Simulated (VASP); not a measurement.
# BaZrO3 (Pm-3m) in VASP: a series of runs

The runs below take BaZrO3 through single point, relaxation of cell and atoms, with PBE.

Program: VASP 6.6.1. These are calculated values, not measurements. Logs are shortened: lines on timing, memory, paths and dates and some standing lists are left out, and cuts for length are marked.

### 1 The cell of the first run

The structure is cubic, space group Pm-3m (No. 221). The conventional cell has a = 4.227 Å, b = 4.227 Å, c = 4.227 Å, α = 90.00°, β = 90.00°, γ = 90.00°. Within 3.9 Å of Ba (site symmetry m-3m) lie 12 O at 2.99 Å and 8 Zr at 3.66 Å. Zr (site symmetry m-3m) has 6 O at 2.11 Å within 2.8 Å. O (site symmetry 4/mmm) has 2 Zr at 2.11 Å within 2.8 Å.

### 2 Single point, PBE

The input, INCAR:

```
SYSTEM = BaZrO3
ALGO     = Normal         ! electronic algorithm
EDIFF    = 1E-6           ! SCF threshold, eV
ENCUT    = 520            ! plane-wave cutoff, eV
GGA      = PE             ! functional
ISIF     = 2              ! what is computed and relaxed
ISMEAR   = 0              ! smearing method
LASPH    = .TRUE.         ! aspherical terms in the spheres
LCHARG   = .FALSE.        ! write CHGCAR
LREAL    = .FALSE.        ! projectors in reciprocal space
LWAVE    = .FALSE.        ! write WAVECAR
NBANDS   = 28             ! bands
NELM     = 80             ! most SCF steps
PREC     = Accurate       ! precision mode
SIGMA    = 0.02           ! smearing width, eV
```

The input, KPOINTS:

```
k-points
0
G
  6 6 6
  0 0 0
```

The input, POSCAR:

```
BaZrO3
1.0
    4.2268117956      0.0000000000      0.0000000000
    0.0000000000      4.2268117956      0.0000000000
    0.0000000000      0.0000000000      4.2268117956
Ba Zr O
1 1 3
Direct
    0.0000000000      0.0000000000      0.0000000000
    0.5000000000      0.5000000000      0.5000000000
    0.5000000000      0.0000000000      0.5000000000
    0.5000000000      0.5000000000      0.0000000000
    0.0000000000      0.5000000000      0.5000000000
```

Potentials or basis: VASP PAW PBE potentials, release 64 (Ba_sv, Zr_sv, O).

The run is started by

```console
cat potpaw_PBE.64/Ba_sv/POTCAR potpaw_PBE.64/Zr_sv/POTCAR potpaw_PBE.64/O/POTCAR > POTCAR
mpirun -np 1 vasp_std > vasp.out
```

OUTCAR:

```text
SYSTEM = BaZrO3
   EDIFF = 1E-6
   ENCUT = 520
   GGA = PE
   ISIF = 2
   ISMEAR = 0
   LASPH = .TRUE.
   LREAL = .FALSE.
   NELM = 80
   PREC = Accurate

 ion  position               nearest neighbor table
   1  0.000  0.000  0.000-   3 2.99   4 2.99   5 2.99   3 2.99   5 2.99   4 2.99   5 2.99   5 2.99
                             3 2.99   4 2.99   3 2.99   4 2.99   2 3.66   2 3.66   2 3.66   2 3.66
   2  0.500  0.500  0.500-   3 2.11   4 2.11   5 2.11   4 2.11   3 2.11   5 2.11   1 3.66   1 3.66
                             1 3.66   1 3.66   1 3.66   1 3.66   1 3.66   1 3.66
   3  0.500  0.000  0.500-   2 2.11   2 2.11   1 2.99   1 2.99   1 2.99   1 2.99
   4  0.500  0.500  0.000-   2 2.11   2 2.11   1 2.99   1 2.99   1 2.99   1 2.99
   5  0.000  0.500  0.500-   2 2.11   2 2.11   1 2.99   1 2.99   1 2.99   1 2.99

  LATTYP: Found a simple cubic cell.
 ALAT       =     4.2268117956

  Lattice vectors:

 A1 = (   4.2268117956,   0.0000000000,   0.0000000000)
 A2 = (   0.0000000000,   4.2268117956,   0.0000000000)
 A3 = (   0.0000000000,   0.0000000000,   4.2268117956)

Analysis of symmetry for initial positions (statically):
=====================================================================
 Subroutine PRICEL returns:
 Original cell was already a primitive cell.

 Routine SETGRP: Setting up the symmetry group for a
 simple cubic supercell.

 Subroutine GETGRP returns: Found 48 space group operations
 (whereof 48 operations were pure point group operations)
 out of a pool of 48 trial point group operations.

The static configuration has the point symmetry O_h .

Analysis of symmetry for dynamics (positions and initial velocities):
=====================================================================
 Subroutine PRICEL returns:
 Original cell was already a primitive cell.

 Routine SETGRP: Setting up the symmetry group for a
 simple cubic supercell.

 Subroutine GETGRP returns: Found 48 space group operations
 (whereof 48 operations were pure point group operations)
 out of a pool of 48 trial point group operations.

The dynamic configuration has the point symmetry O_h .

 Subroutine INISYM returns: Found 48 space group operations
 (whereof 48 operations are pure point group operations),
 and found     1 'primitive' translations

----------------------------------------------------------------------------------------

                                     Primitive cell

  volume of cell :      75.5160

  direct lattice vectors                    reciprocal lattice vectors
     4.226811796  0.000000000  0.000000000     0.236584936  0.000000000  0.000000000
     0.000000000  4.226811796  0.000000000     0.000000000  0.236584936  0.000000000
     0.000000000  0.000000000  4.226811796     0.000000000  0.000000000  0.236584936

  length of vectors
     4.226811796  4.226811796  4.226811796     0.236584936  0.236584936  0.236584936

  position of ions in fractional coordinates (direct lattice)
     0.000000000  0.000000000  0.000000000
     0.500000000  0.500000000  0.500000000
     0.500000000  0.000000000  0.500000000
     0.500000000  0.500000000  0.000000000
     0.000000000  0.500000000  0.500000000

  ion indices of the primitive-cell ions
   primitive index   ion index
                 1           1
                 2           2
                 3           3
                 4           4
                 5           5

----------------------------------------------------------------------------------------

 KPOINTS: k-points

Automatic generation of k-mesh.
 Grid dimensions read from file:
 generate k-points for:    6    6    6

 Generating k-lattice:

  Cartesian coordinates                     Fractional coordinates (reciprocal lattice)
     0.039430823  0.000000000  0.000000000     0.166666667  0.000000000  0.000000000
     0.000000000  0.039430823  0.000000000     0.000000000  0.166666667  0.000000000
     0.000000000  0.000000000  0.039430823     0.000000000  0.000000000  0.166666667

  Length of vectors
     0.039430823  0.039430823  0.039430823

  Shift w.r.t. Gamma in fractional coordinates (k-lattice)
     0.000000000  0.000000000  0.000000000

 Subroutine IBZKPT returns following result:
 ===========================================

 Found     20 irreducible k-points:

 Following reciprocal coordinates:
            Coordinates               Weight
  0.000000  0.000000  0.000000      1.000000
  0.166667  0.000000  0.000000      6.000000
  0.333333  0.000000  0.000000      6.000000
  0.500000  0.000000  0.000000      3.000000
  0.166667  0.166667  0.000000     12.000000
  0.333333  0.166667  0.000000     24.000000
[... 12 lines left out ...]
  0.500000  0.500000  0.333333      6.000000
  0.500000  0.500000  0.500000      1.000000
   k-points           NKPTS =     20   k-points in BZ     NKDIM =     20   number of bands    NBANDS=     28
   number of dos      NEDOS =    301   number of ions     NIONS =      5
   total plane-waves  NPLWV =  32768
   dimension x,y,z NGX =    32 NGY =   32 NGZ =   32
   dimension x,y,z NGXF=    64 NGYF=   64 NGZF=   64
   ions per type =               1   1   3
   NGX,Y,Z   is equivalent  to a cutoff of  12.59, 12.59, 12.59 a.u.
   NGXF,Y,Z  is equivalent  to a cutoff of  25.17, 25.17, 25.17 a.u.
 SYSTEM =  BaZrO3
   PREC   = accura    normal or accurate (medium, high low for compatibility)
   ISTART =      0    job   : 0-new  1-cont  2-samecut
   ICHARG =      2    charge: 1-file 2-atom 10-const
   ISPIN  =      1    spin polarized calculation?
   LNONCOLLINEAR =      F non collinear calculations
   LSORBIT =      F    spin-orbit coupling
   LASPH  =      T    aspherical Exc in radial PAW
   ENCUT  =  520.0 eV  38.22 Ry    6.18 a.u.   7.86  7.86  7.86*2*pi/ulx,y,z
   NELM   =     80;   NELMIN=  2; NELMDL= -5     # of ELM steps
   EDIFF  = 0.1E-05   stopping-criterion for ELM
   LREAL  =      F    real-space projection
   EDIFFG = 0.1E-04   stopping-criterion for IOM
   NSW    =      0    number of steps for IOM
   IBRION =     -1    ionic relax: 0-MD 1-quasi-New 2-CG
   NFREE  =      0    steps in history (QN), initial steepest desc. (CG)
   ISIF   =      2    stress and relaxation
   ISYM   =      2    0-nonsym 1-usesym 2-fastsym
   POTIM  = 0.5000    time-step for ionic-motion
   TEBEG  =    0.0;   TEEND  =   0.0 temperature during run
   PSTRESS=    0.0 pullay stress
   NELECT =      40.0000    total number of electrons
   NUPDOWN=      -1.0000    fix difference up-down
   EMIN   =  10.00;   EMAX   =-10.00  energy-range for DOS
   EFERMI =   0.00;   METHOD = LEGACY
   ISMEAR =     0;   SIGMA  =   0.02  broadening in eV -4-tet -1-fermi 0-gaus
   EFERMI_NEDOS =   21; number of points for ismear=-14 and -15
   IALGO  =     38    algorithm
   IMIX   =      4    mixing-type and parameters
     AMIX     =   0.40;   BMIX     =  1.00
     AMIX_MAG =   1.60;   BMIX_MAG =  1.00
  volume/ion in A,a.u.               =      15.10       101.92
  Fermi-wavevector in a.u.,A,eV,Ry     =   1.324591  2.503115 23.871997  1.754542
  Thomas-Fermi vector in A             =   2.454115
   LORBIT       =      0    0 simple, 1 ext, 2 COOP (PROOUT), +10 PAW based schemes
   GGA     = PE    functional components
   LHFCALC =     F    Hartree Fock is set to
   AEXX    =    0.0000 exact exchange contribution
   IVDW    =     0    specifies the selected vdW correction
   LEPSILON=     F    determine dielectric tensor
   LRPA    =     F    only Hartree local field effects (RPA)
 non-spin polarized calculation
 Gauss-broadening in eV      SIGMA  =   0.02
  energy-cutoff  :      520.00
  volume of cell :       75.52
 maximum number of plane-waves:      2054
 NGX is ok and might be reduce to    32
   NGX = 15   NGY = 15   NGZ = 15

 number of electron      39.9999986 magnetization

 Free energy of the ion-electron system (eV)
  ---------------------------------------------------
  ext. energy  EPLUGINS =         0.00000000
  ---------------------------------------------------
  free energy    TOTEN  =       -41.72333343 eV

  energy without entropy =      -41.72333343  energy(sigma->0) =      -41.72333343

 E-fermi :   3.8056     XC(G=0): -10.6440

 val. band max:        3.6106766512   @ k =   0.5000   0.5000   0.5000
 cond. band min:       6.7436117410   @ k =   0.0000   0.0000   0.0000
 fundamental gap:      3.1329350899
 Fermi energy:         3.8055553187

 k-point     1 :       0.0000    0.0000    0.0000
  band No.  band energies     occupation
      1     -43.5666      2.00000
      2     -21.7841      2.00000
      3     -21.6941      2.00000
      4     -21.6941      2.00000
      5     -21.6941      2.00000
      6     -12.7167      2.00000
[... 20 lines left out ...]
     27      10.7928      0.00000
     28      10.7928      0.00000

 k-point     2 :       0.1667    0.0000    0.0000
  band No.  band energies     occupation
      1     -43.5658      2.00000
      2     -21.8667      2.00000
      3     -21.6926      2.00000
      4     -21.6926      2.00000
      5     -21.6544      2.00000
      6     -12.7165      2.00000
[... 20 lines left out ...]
     27      10.7933      0.00000
     28      11.6435      0.00000

 k-point     3 :       0.3333    0.0000    0.0000
  band No.  band energies     occupation
      1     -43.5644      2.00000
      2     -21.9899      2.00000
      3     -21.6896      2.00000
      4     -21.6896      2.00000
      5     -21.6133      2.00000
      6     -12.8052      2.00000
[... 20 lines left out ...]
     27      11.0975      0.00000
     28      11.1945      0.00000

 k-point     4 :       0.5000    0.0000    0.0000
  band No.  band energies     occupation
      1     -43.5637      2.00000
      2     -22.0452      2.00000
      3     -21.6881      2.00000
      4     -21.6881      2.00000
      5     -21.5970      2.00000
      6     -12.8579      2.00000
[... 20 lines left out ...]
     27      10.8190      0.00000
     28      11.9647      0.00000

 k-point     5 :       0.1667    0.1667    0.0000
  band No.  band energies     occupation
      1     -43.5651      2.00000
      2     -21.8837      2.00000
      3     -21.7495      2.00000
      4     -21.6911      2.00000
      5     -21.6241      2.00000
      6     -12.6665      2.00000
[... 20 lines left out ...]
     27      11.2222      0.00000
     28      11.5848      0.00000

 k-point     6 :       0.3333    0.1667    0.0000
  band No.  band energies     occupation
      1     -43.5637      2.00000
      2     -21.9681      2.00000
      3     -21.7576      2.00000
      4     -21.6882      2.00000
      5     -21.6145      2.00000
      6     -12.6987      2.00000
[... 339 lines left out ...]
      5     -21.6617      2.00000
      6     -11.9813      2.00000
[... 20 lines left out ...]
     27      11.7598      0.00000
     28      11.7598      0.00000

 k-point    18 :       0.5000    0.3333    0.3333
  band No.  band energies     occupation
      1     -43.5594      2.00000
      2     -21.9159      2.00000
      3     -21.8507      2.00000
      4     -21.8491      2.00000
      5     -21.6742      2.00000
      6     -11.9240      2.00000
[... 20 lines left out ...]
     27      11.7190      0.00000
     28      12.3894      0.00000

 k-point    19 :       0.5000    0.5000    0.3333
  band No.  band energies     occupation
      1     -43.5587      2.00000
      2     -21.9025      2.00000
      3     -21.9025      2.00000
      4     -21.8480      2.00000
      5     -21.6780      2.00000
      6     -11.8333      2.00000
[... 20 lines left out ...]
     27      11.9736      0.00000
     28      12.7048      0.00000

 k-point    20 :       0.5000    0.5000    0.5000
  band No.  band energies     occupation
      1     -43.5580      2.00000
      2     -21.9005      2.00000
      3     -21.9005      2.00000
      4     -21.9005      2.00000
      5     -21.6699      2.00000
      6     -11.5744      2.00000
[... 20 lines left out ...]
     27      12.5888      0.00000
     28      12.5888      0.00000

------------------------ aborting loop because EDIFF is reached ----------------------------------------

  FORCE on cell =-STRESS in cart. coord.  units (eV):
  Direction    XX          YY          ZZ          XY          YZ          ZX
  --------------------------------------------------------------------------------------
  -------------------------------------------------------------------------------------
  Total        0.4632136      0.4632136      0.4632136      0.0000000     -0.0000000      0.0000000
  in kB        9.8277294      9.8277294      9.8277294      0.0000000     -0.0000000      0.0000000
  external PRESSURE =       9.8277294 kB  Pullay stress =       0.0000000 kB

 VOLUME and BASIS-vectors are now :
 -----------------------------------------------------------------------------
  energy-cutoff  :      520.00
  volume of cell :       75.52
      direct lattice vectors                 reciprocal lattice vectors
     4.226811796  0.000000000  0.000000000     0.236584936  0.000000000  0.000000000
     0.000000000  4.226811796  0.000000000     0.000000000  0.236584936  0.000000000
     0.000000000  0.000000000  4.226811796     0.000000000  0.000000000  0.236584936

 POSITION                                       TOTAL-FORCE (eV/Angst)
 -----------------------------------------------------------------------------------
      0.00000      0.00000      0.00000         0.000000      0.000000      0.000000
      2.11341      2.11341      2.11341         0.000000      0.000000      0.000000
      2.11341      0.00000      2.11341         0.000000      0.000000      0.000000
      2.11341      2.11341      0.00000         0.000000      0.000000      0.000000
      0.00000      2.11341      2.11341         0.000000      0.000000      0.000000
 -----------------------------------------------------------------------------------
    total drift:                                0.000000     -0.000000     -0.000000

  FREE ENERGIE OF THE ION-ELECTRON SYSTEM (eV)
  ---------------------------------------------------
  free  energy   TOTEN  =       -41.7233334328 eV

  energy  without entropy=      -41.7233334328  energy(sigma->0) =      -41.72333343
```

Run time: 27 s. Hardware: 1 thread of Intel Xeon Platinum 8259CL at 2.50GHz (Skylake/Cascade Lake), shared host; peak memory 0.2 GiB.

Results:

* Free energy: -41.7233 eV
* Pressure: 1.0 GPa
* Band gap on the k mesh: 3.13 eV (least direct gap 3.38 eV)

Levels at points of the mesh, in eV from the valence-band top:
| k point | band 17 | band 18 | band 19 | band 20 | band 21 | band 22 | band 23 | band 24 |
| --- | --- | --- | --- | --- | --- | --- | --- | --- |
| (0.00, 0.00, 0.00) | -0.95 | -0.25 | -0.25 | -0.25 | 3.13 | 3.13 | 3.13 | 4.62 |
| (0.50, 0.00, 0.00) | -1.70 | -1.61 | -0.49 | -0.49 | 3.55 | 5.54 | 5.54 | 6.34 |
| (0.50, 0.50, 0.00) | -0.93 | -0.93 | -0.85 | -0.07 | 5.52 | 5.52 | 6.31 | 6.34 |
| (0.50, 0.50, 0.50) | -2.52 | 0.00 | 0.00 | 0.00 | 5.88 | 5.88 | 5.88 | 6.78 |

Caveat: spin-orbit coupling is left out, which moves the levels of the heavy elements.

### 3 Relaxation of cell and atoms, PBE

This run uses another cell than the first one, of 14.95 Å³/atom.

The input, INCAR:

```
SYSTEM = BaZrO3
ALGO = Normal
EDIFF = 1E-6
EDIFFG = -0.005
ENCUT = 600
GGA = PE
IBRION = 2
ISIF = 3
ISMEAR = 0
LASPH = .True.
LCHARG = .False.
LREAL = .False.
LWAVE = .False.
NELM = 100
NSW = 100
PREC = Accurate
SIGMA = 0.02
```

The input, KPOINTS:

```
k-points
0
Gamma
  6 6 6
  0 0 0
```

Changes to POSCAR since step 2:

```diff
@@ -2,5 +2,5 @@
 1.0
-    4.2268117956      0.0000000000      0.0000000000
-    0.0000000000      4.2268117956      0.0000000000
-    0.0000000000      0.0000000000      4.2268117956
+    4.2123871500      0.0000000000      0.0000000000
+    0.0000000000      4.2123871500      0.0000000000
+    0.0000000000      0.0000000000      4.2123871500
 Ba Zr O
```

Potentials or basis: VASP PAW PBE potentials, release 64 (Ba_sv, Zr_sv, O).

The run is started by

```console
cat potpaw_PBE.64/Ba_sv/POTCAR potpaw_PBE.64/Zr_sv/POTCAR potpaw_PBE.64/O/POTCAR > POTCAR
mpirun -np 1 vasp_std > vasp.out
```

Wall time 89 s (1 thread of Intel Xeon Platinum 8259CL at 2.50GHz (Skylake/Cascade Lake), shared host); peak memory 0.24 GiB.

Results (log left out):

- Free energy: -41.7305 eV
- Relaxed volume: 15.19 Å³/atom
- Relaxed cell: a = 4.235 Å, b = 4.235 Å, c = 4.235 Å, α = 90.00°, β = 90.00°, γ = 90.00°
- Space group after relaxing (to 0.1 Å): Pm-3m (No. 221)
- Energy gained by relaxing: 1.8 meV/atom
- Ionic steps: 3
- Pressure after relaxing: 0.0 GPa
- Band gap on the k mesh: 3.12 eV (least direct gap 3.38 eV)

Step by step:
```csv
step,energy change (eV),largest force (eV/Å),pressure (GPa),volume (Å³)
1,0.0000,0.0000,2.44,74.75
2,0.0010,0.0000,-2.43,77.23
3,-0.0090,0.0000,0.00,75.94
```

Final structure:
```cif
data_structure
_symmetry_space_group_name_H-M 'P 1'
_symmetry_Int_Tables_number 1
_cell_length_a 4.2348
_cell_length_b 4.2348
_cell_length_c 4.2348
_cell_angle_alpha 90.000
_cell_angle_beta 90.000
_cell_angle_gamma 90.000
_cell_volume 75.94
loop_
_atom_site_label
_atom_site_type_symbol
_atom_site_fract_x
_atom_site_fract_y
_atom_site_fract_z
_atom_site_occupancy
Ba1 Ba 0.00000 0.00000 0.00000 1
Zr1 Zr 0.50000 0.50000 0.50000 1
O1 O 0.50000 0.00000 0.50000 1
O2 O 0.50000 0.50000 0.00000 1
O3 O 0.00000 0.50000 0.50000 1
```

Levels at points of the mesh, in eV from the valence-band top:
```tsv
k point	band 16	band 17	band 18	band 19	band 20	band 21	band 22	band 23	band 24
(0.00, 0.00, 0.00)	-0.94	-0.94	-0.26	-0.26	-0.26	3.12	3.12	3.12	4.62
(0.50, 0.00, 0.00)	-1.69	-1.69	-1.60	-0.49	-0.49	3.54	5.51	5.51	6.32
(0.50, 0.50, 0.00)	-2.31	-0.93	-0.93	-0.86	-0.07	5.48	5.48	6.28	6.31
(0.50, 0.50, 0.50)	-2.52	-2.52	0.00	0.00	0.00	5.86	5.86	5.86	6.73
```

Caveat: spin-orbit coupling is left out, which moves the levels of the heavy elements.
